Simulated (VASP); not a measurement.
# GaSb (F-43m) in VASP: a series of runs

GaSb is run at these levels: PBE; tasks: single point.

Program: VASP 6.6.1. These are calculated values, not measurements. Logs are shortened: lines on timing, memory, paths and dates and some standing lists are left out, and cuts for length are marked.

### Step 1. The cell of the first run

The structure is cubic, space group F-43m (No. 216). The conventional cell has a = 6.336 Å, b = 6.336 Å, c = 6.336 Å, α = 90.00°, β = 90.00°, γ = 90.00°. Within 3.6 Å of Ga (site symmetry -43m) lie 4 Sb at 2.74 Å. Sb (site symmetry -43m) has 4 Ga at 2.74 Å within 3.6 Å.

### Step 2. Single point, PBE (volume scaled by 1.06)

INCAR

```
ALGO     = Normal         # electronic algorithm
EDIFF    = 1E-7           # SCF threshold, eV
ENCUT    = 520            # plane-wave cutoff, eV
GGA      = PE             # functional
ISIF     = 2              # what is computed and relaxed
ISMEAR   = 0              # smearing method
LASPH    = True           # aspherical terms in the spheres
LCHARG   = False          # write CHGCAR
LREAL    = False          # projectors in reciprocal space
LWAVE    = False          # write WAVECAR
NBANDS   = 16             # bands
NELM     = 60             # most SCF steps
PREC     = Accurate       # precision mode
SIGMA    = 0.1            # smearing width, eV
```

KPOINTS

```
k-points
0
Gamma
  12 12 12
```

POSCAR

```
GaSb
1.0
    0.0000000000      3.1678561169      3.1678561169
    3.1678561169      0.0000000000      3.1678561169
    3.1678561169      3.1678561169      0.0000000000
Ga Sb
1 1
Direct
    0.0000000000      0.0000000000      0.0000000000
    0.2500000000      0.2500000000      0.2500000000
```

Potentials or basis: VASP PAW PBE potentials, release 64 (Ga_d, Sb).

Command:

```sh
$ cat potpaw_PBE.64/Ga_d/POTCAR potpaw_PBE.64/Sb/POTCAR > POTCAR
$ mpirun -np 1 vasp_std > vasp.out
```

OUTCAR:

```text
EDIFF = 1E-7
   ENCUT = 520
   GGA = PE
   ISIF = 2
   ISMEAR = 0
   LASPH = True
   LREAL = False
   NELM = 60
   PREC = Accurate

 ion  position               nearest neighbor table
   1  0.000  0.000  0.000-   2 2.74   2 2.74   2 2.74   2 2.74
   2  0.250  0.250  0.250-   1 2.74   1 2.74   1 2.74   1 2.74

  LATTYP: Found a face centered cubic cell.
 ALAT       =     6.3357122338

  Lattice vectors:

 A1 = (   0.0000000000,   3.1678561169,   3.1678561169)
 A2 = (   3.1678561169,   0.0000000000,   3.1678561169)
 A3 = (   3.1678561169,   3.1678561169,   0.0000000000)

Analysis of symmetry for initial positions (statically):
=====================================================================
 Subroutine PRICEL returns:
 Original cell was already a primitive cell.

 Routine SETGRP: Setting up the symmetry group for a
 face centered cubic supercell.

 Subroutine GETGRP returns: Found 24 space group operations
 (whereof 24 operations were pure point group operations)
 out of a pool of 48 trial point group operations.

The static configuration has the point symmetry T_d .

Analysis of symmetry for dynamics (positions and initial velocities):
=====================================================================
 Subroutine PRICEL returns:
 Original cell was already a primitive cell.

 Routine SETGRP: Setting up the symmetry group for a
 face centered cubic supercell.

 Subroutine GETGRP returns: Found 24 space group operations
 (whereof 24 operations were pure point group operations)
 out of a pool of 48 trial point group operations.

The dynamic configuration has the point symmetry T_d .

 Subroutine INISYM returns: Found 24 space group operations
 (whereof 24 operations are pure point group operations),
 and found     1 'primitive' translations

----------------------------------------------------------------------------------------

                                     Primitive cell

  volume of cell :      63.5809

  direct lattice vectors                    reciprocal lattice vectors
     0.000000000  3.167856117  3.167856117    -0.157835451  0.157835451  0.157835451
     3.167856117  0.000000000  3.167856117     0.157835451 -0.157835451  0.157835451
     3.167856117  3.167856117  0.000000000     0.157835451  0.157835451 -0.157835451

  length of vectors
     4.480025084  4.480025084  4.480025084     0.273379021  0.273379021  0.273379021

  position of ions in fractional coordinates (direct lattice)
     0.000000000  0.000000000  0.000000000
     0.250000000  0.250000000  0.250000000

  ion indices of the primitive-cell ions
   primitive index   ion index
                 1           1
                 2           2

----------------------------------------------------------------------------------------

 KPOINTS: k-points

Automatic generation of k-mesh.
 Grid dimensions read from file:
 generate k-points for:   12   12   12

 Generating k-lattice:

  Cartesian coordinates                     Fractional coordinates (reciprocal lattice)
    -0.013152954  0.013152954  0.013152954     0.083333333  0.000000000  0.000000000
     0.013152954 -0.013152954  0.013152954     0.000000000  0.083333333  0.000000000
     0.013152954  0.013152954 -0.013152954     0.000000000  0.000000000  0.083333333

  Length of vectors
     0.022781585  0.022781585  0.022781585

  Shift w.r.t. Gamma in fractional coordinates (k-lattice)
     0.000000000  0.000000000  0.000000000

 Subroutine IBZKPT returns following result:
 ===========================================

 Found     72 irreducible k-points:

 Following reciprocal coordinates:
            Coordinates               Weight
  0.000000  0.000000  0.000000      1.000000
  0.083333  0.000000  0.000000      8.000000
  0.166667  0.000000  0.000000      8.000000
  0.250000  0.000000  0.000000      8.000000
  0.333333  0.000000  0.000000      8.000000
  0.416667  0.000000  0.000000      8.000000
[... 16 lines left out ...]
  0.500000  0.166667  0.000000     24.000000
 -0.416667  0.166667  0.000000     24.000000
 [... further k-points ...]
   k-points           NKPTS =     72   k-points in BZ     NKDIM =     72   number of bands    NBANDS=     16
   number of dos      NEDOS =    301   number of ions     NIONS =      2
   total plane-waves  NPLWV =  46656
   dimension x,y,z NGX =    36 NGY =   36 NGZ =   36
   dimension x,y,z NGXF=    72 NGYF=   72 NGZF=   72
   ions per type =               1   1
   NGX,Y,Z   is equivalent  to a cutoff of  13.36, 13.36, 13.36 a.u.
   NGXF,Y,Z  is equivalent  to a cutoff of  26.72, 26.72, 26.72 a.u.
 SYSTEM =  unknown system
   PREC   = accura    normal or accurate (medium, high low for compatibility)
   ISTART =      0    job   : 0-new  1-cont  2-samecut
   ICHARG =      2    charge: 1-file 2-atom 10-const
   ISPIN  =      1    spin polarized calculation?
   LNONCOLLINEAR =      F non collinear calculations
   LSORBIT =      F    spin-orbit coupling
   LASPH  =      T    aspherical Exc in radial PAW
   ENCUT  =  520.0 eV  38.22 Ry    6.18 a.u.   8.33  8.33  8.33*2*pi/ulx,y,z
   NELM   =     60;   NELMIN=  2; NELMDL= -5     # of ELM steps
   EDIFF  = 0.1E-06   stopping-criterion for ELM
   LREAL  =      F    real-space projection
   EDIFFG = 0.1E-05   stopping-criterion for IOM
   NSW    =      0    number of steps for IOM
   IBRION =     -1    ionic relax: 0-MD 1-quasi-New 2-CG
   NFREE  =      0    steps in history (QN), initial steepest desc. (CG)
   ISIF   =      2    stress and relaxation
   ISYM   =      2    0-nonsym 1-usesym 2-fastsym
   POTIM  = 0.5000    time-step for ionic-motion
   TEBEG  =    0.0;   TEEND  =   0.0 temperature during run
   PSTRESS=    0.0 pullay stress
   NELECT =      18.0000    total number of electrons
   NUPDOWN=      -1.0000    fix difference up-down
   EMIN   =  10.00;   EMAX   =-10.00  energy-range for DOS
   EFERMI =   0.00;   METHOD = LEGACY
   ISMEAR =     0;   SIGMA  =   0.10  broadening in eV -4-tet -1-fermi 0-gaus
   EFERMI_NEDOS =   21; number of points for ismear=-14 and -15
   IALGO  =     38    algorithm
   IMIX   =      4    mixing-type and parameters
     AMIX     =   0.40;   BMIX     =  1.00
     AMIX_MAG =   1.60;   BMIX_MAG =  1.00
  volume/ion in A,a.u.               =      31.79       214.53
  Fermi-wavevector in a.u.,A,eV,Ry     =   1.074955  2.031370 15.721912  1.155528
  Thomas-Fermi vector in A             =   2.210798
   LORBIT       =      0    0 simple, 1 ext, 2 COOP (PROOUT), +10 PAW based schemes
   GGA     = PE    functional components
   LHFCALC =     F    Hartree Fock is set to
   AEXX    =    0.0000 exact exchange contribution
   IVDW    =     0    specifies the selected vdW correction
   LEPSILON=     F    determine dielectric tensor
   LRPA    =     F    only Hartree local field effects (RPA)
 non-spin polarized calculation
 Gauss-broadening in eV      SIGMA  =   0.10
  energy-cutoff  :      520.00
  volume of cell :       63.58
 maximum number of plane-waves:      1735
 NGX is ok and might be reduce to    36
   NGX = 17   NGY = 17   NGZ = 17

 number of electron      18.0000009 magnetization

 Free energy of the ion-electron system (eV)
  ---------------------------------------------------
  ext. energy  EPLUGINS =         0.00000000
  ---------------------------------------------------
  free energy    TOTEN  =        -7.34749671 eV

  energy without entropy =       -7.34732365  energy(sigma->0) =       -7.34741018

 E-fermi :   3.9081     XC(G=0):  -8.6389

 val. band max:        3.8568937555   @ k =   0.0000   0.0000   0.0000
 cond. band min:       4.0601394775   @ k =   0.5000   0.0000   0.0000
 fundamental gap:      0.2032457221
 Fermi energy:         3.9080722072

 k-point     1 :       0.0000    0.0000    0.0000
  band No.  band energies     occupation
      1     -11.0030      2.00000
      2     -11.0030      2.00000
      3     -11.0030      2.00000
      4     -10.9675      2.00000
      5     -10.9675      2.00000
      6      -6.9392      2.00000
[... 8 lines left out ...]
     15      12.2492      0.00000
     16      12.2492      0.00000

 k-point     2 :       0.0833    0.0000    0.0000
  band No.  band energies     occupation
      1     -11.0042      2.00000
      2     -11.0025      2.00000
      3     -11.0025      2.00000
      4     -10.9675      2.00000
      5     -10.9675      2.00000
      6      -6.8767      2.00000
[... 8 lines left out ...]
     15      11.8157      0.00000
     16      11.8157      0.00000

 k-point     3 :       0.1667    0.0000    0.0000
  band No.  band energies     occupation
      1     -11.0075      2.00000
      2     -11.0010      2.00000
      3     -11.0010      2.00000
      4     -10.9676      2.00000
      5     -10.9676      2.00000
      6      -6.6935      2.00000
[... 8 lines left out ...]
     15      11.3863      0.00000
     16      11.3863      0.00000

 k-point     4 :       0.2500    0.0000    0.0000
  band No.  band energies     occupation
      1     -11.0119      2.00000
      2     -10.9990      2.00000
      3     -10.9990      2.00000
      4     -10.9676      2.00000
      5     -10.9676      2.00000
      6      -6.4053      2.00000
[... 8 lines left out ...]
     15      11.3506      0.00000
     16      11.3506      0.00000

 k-point     5 :       0.3333    0.0000    0.0000
  band No.  band energies     occupation
      1     -11.0162      2.00000
      2     -10.9973      2.00000
      3     -10.9973      2.00000
      4     -10.9675      2.00000
      5     -10.9675      2.00000
      6      -6.0508      2.00000
[... 8 lines left out ...]
     15      11.8002      0.00000
     16      11.8002      0.00000

 k-point     6 :       0.4167    0.0000    0.0000
  band No.  band energies     occupation
      1     -11.0194      2.00000
      2     -10.9961      2.00000
      3     -10.9961      2.00000
      4     -10.9673      2.00000
      5     -10.9673      2.00000
      6      -5.7180      2.00000
[... 8 lines left out ...]
     15      12.6401      0.00000
     16      12.6401      0.00000

 k-point     7 :       0.5000    0.0000    0.0000
  band No.  band energies     occupation
      1     -11.0206      2.00000
      2     -10.9957      2.00000
      3     -10.9957      2.00000
      4     -10.9672      2.00000
      5     -10.9672      2.00000
      6      -5.5697      2.00000
[... 8 lines left out ...]
     15      13.2571      0.00000
     16      13.3895      0.00000

 k-point     8 :       0.0833    0.0833    0.0000
  band No.  band energies     occupation
      1     -11.0052      2.00000
      2     -11.0019      2.00000
      3     -11.0019      2.00000
      4     -10.9678      2.00000
      5     -10.9673      2.00000
      6      -6.8557      2.00000
[... 8 lines left out ...]
     15      11.2256      0.00000
     16      12.3346      0.00000

 k-point     9 :       0.1667    0.0833    0.0000
  band No.  band energies     occupation
      1     -11.0080      2.00000
      2     -11.0007      2.00000
      3     -11.0005      2.00000
      4     -10.9682      2.00000
      5     -10.9671      2.00000
      6      -6.7122      2.00000
[... 8 lines left out ...]
     15      10.7947      0.00000
     16      12.0822      0.00000
[... 172 lines left out ...]
 k-point    19 :       0.1667    0.1667    0.0000
  band No.  band energies     occupation
      1     -11.0111      2.00000
      2     -10.9990      2.00000
      3     -10.9990      2.00000
      4     -10.9690      2.00000
      5     -10.9667      2.00000
      6      -6.6091      2.00000
[... 8 lines left out ...]
     15      11.1698      0.00000
     16      12.5909      0.00000

 k-point    20 :       0.2500    0.1667    0.0000
  band No.  band energies     occupation
      1     -11.0148      2.00000
      2     -10.9972      2.00000
      3     -10.9970      2.00000
      4     -10.9697      2.00000
      5     -10.9664      2.00000
      6      -6.3919      2.00000
[... 8 lines left out ...]
     15      11.9032      0.00000
     16      12.5881      0.00000

 k-point    21 :       0.3333    0.1667    0.0000
  band No.  band energies     occupation
      1     -11.0184      2.00000
      2     -10.9958      2.00000
      3     -10.9951      2.00000
      4     -10.9700      2.00000
      5     -10.9662      2.00000
      6      -6.0822      2.00000
[... 8 lines left out ...]
     15      12.3247      0.00000
     16      12.7981      0.00000

 k-point    22 :       0.4167    0.1667    0.0000
  band No.  band energies     occupation
      1     -11.0213      2.00000
      2     -10.9947      2.00000
      3     -10.9937      2.00000
      4     -10.9698      2.00000
      5     -10.9663      2.00000
      6      -5.7310      2.00000
[... 8 lines left out ...]
     15      12.5156      0.00000
     16      13.4071      0.00000

 k-point    23 :       0.5000    0.1667    0.0000
  band No.  band energies     occupation
      1     -11.0229      2.00000
      2     -10.9942      2.00000
      3     -10.9932      2.00000
      4     -10.9691      2.00000
      5     -10.9667      2.00000
      6      -5.4501      2.00000
[... 8 lines left out ...]
     15      13.1206      0.00000
     16      13.4407      0.00000

 k-point    24 :      -0.4167    0.1667    0.0000
  band No.  band energies     occupation
      1     -11.0227      2.00000
      2     -10.9942      2.00000
      3     -10.9936      2.00000
      4     -10.9683      2.00000
      5     -10.9673      2.00000
      6      -5.4056      2.00000
[... 8 lines left out ...]
     15      12.3093      0.00000
     16      12.7349      0.00000

 [... further k-points ...]
[... 5 lines left out ...]
  --------------------------------------------------------------------------------------
  -------------------------------------------------------------------------------------
  Total       -0.8786784     -0.8786784     -0.8786784     -0.0000000      0.0000000     -0.0000000
  in kB      -22.1418643    -22.1418643    -22.1418643     -0.0000000      0.0000000     -0.0000000
  external PRESSURE =     -22.1418643 kB  Pullay stress =       0.0000000 kB

 VOLUME and BASIS-vectors are now :
 -----------------------------------------------------------------------------
  energy-cutoff  :      520.00
  volume of cell :       63.58
      direct lattice vectors                 reciprocal lattice vectors
     0.000000000  3.167856117  3.167856117    -0.157835451  0.157835451  0.157835451
     3.167856117  0.000000000  3.167856117     0.157835451 -0.157835451  0.157835451
     3.167856117  3.167856117  0.000000000     0.157835451  0.157835451 -0.157835451

 POSITION                                       TOTAL-FORCE (eV/Angst)
 -----------------------------------------------------------------------------------
      0.00000      0.00000      0.00000        -0.000000     -0.000000     -0.000000
      1.58393      1.58393      1.58393         0.000000      0.000000      0.000000
 -----------------------------------------------------------------------------------
    total drift:                                0.000001      0.000001      0.000001

  FREE ENERGIE OF THE ION-ELECTRON SYSTEM (eV)
  ---------------------------------------------------
  free  energy   TOTEN  =        -7.3474967067 eV

  energy  without entropy=       -7.3473236469  energy(sigma->0) =       -7.34741018
```

Wall time 84 s (1 thread of Intel Xeon 8259CL, shared host); peak memory 0.25 GiB.

What came out:

| Quantity | Value |
| --- | --- |
| Free energy | -7.3475 eV |
| Pressure | -2.2 GPa |
| Band gap on the k mesh | zero (filled and empty bands touch) |

Caveat: spin-orbit coupling is left out, which moves the levels of the heavy elements.

### Step 3. Single point, PBE (volume scaled by 1.10)

INCAR

```
SYSTEM = GaSb
  PREC = Accurate
  ENCUT = 520
  EDIFF = 1E-7
  ISMEAR = 0
  SIGMA = 0.1
  LREAL = .False.
  LASPH = .True.
  NELM = 60
  ALGO = Normal
  ISIF = 2
  LWAVE = .False.
  LCHARG = .True.
  GGA = PE
  LELF = .True.
  LVHAR = .True.
  NBANDS = 16
```

KPOINTS

```
Automatic mesh
0
Gamma
  12 12 12
  0 0 0
```

POSCAR

```
GaSb
1.0
    0.0000000000      3.2072123910      3.2072123910
    3.2072123910      0.0000000000      3.2072123910
    3.2072123910      3.2072123910      0.0000000000
Ga Sb
1 1
Direct
    0.0000000000      0.0000000000      0.0000000000
    0.2500000000      0.2500000000      0.2500000000
```

Potentials or basis: VASP PAW PBE potentials, release 64 (Ga_d, Sb).

Command:

```sh
$ cat potpaw_PBE.64/Ga_d/POTCAR potpaw_PBE.64/Sb/POTCAR > POTCAR
$ mpirun -np 1 vasp_std > vasp.out
```

Wall time 96 s (1 thread of Intel Xeon 8259CL, shared host); peak memory 0.25 GiB.

Results (log left out):

| Quantity | Value |
| --- | --- |
| Free energy | -7.3056 eV |
| Pressure | -3.3 GPa |
| Band gap on the k mesh | zero (filled and empty bands touch) |

Levels at points of the mesh, in eV from the Fermi level:
| k point | band 5 | band 6 | band 7 | band 8 | band 9 | band 10 | band 11 | band 12 | band 13 | band 14 |
| --- | --- | --- | --- | --- | --- | --- | --- | --- | --- | --- |
| (0.00, 0.00, 0.00) | -14.82 | -10.62 | -0.95 | -0.04 | -0.04 | -0.04 | 2.76 | 2.76 | 2.76 | 5.61 |
| (0.50, 0.00, 0.00) | -14.82 | -9.33 | -5.79 | -0.99 | -0.99 | 0.10 | 3.68 | 3.68 | 6.46 | 8.34 |
| (0.50, 0.50, 0.00) | -14.82 | -8.70 | -6.26 | -2.16 | -2.16 | 0.97 | 1.45 | 7.74 | 7.74 | 8.91 |

Caveat: spin-orbit coupling is left out, which moves the levels of the heavy elements.
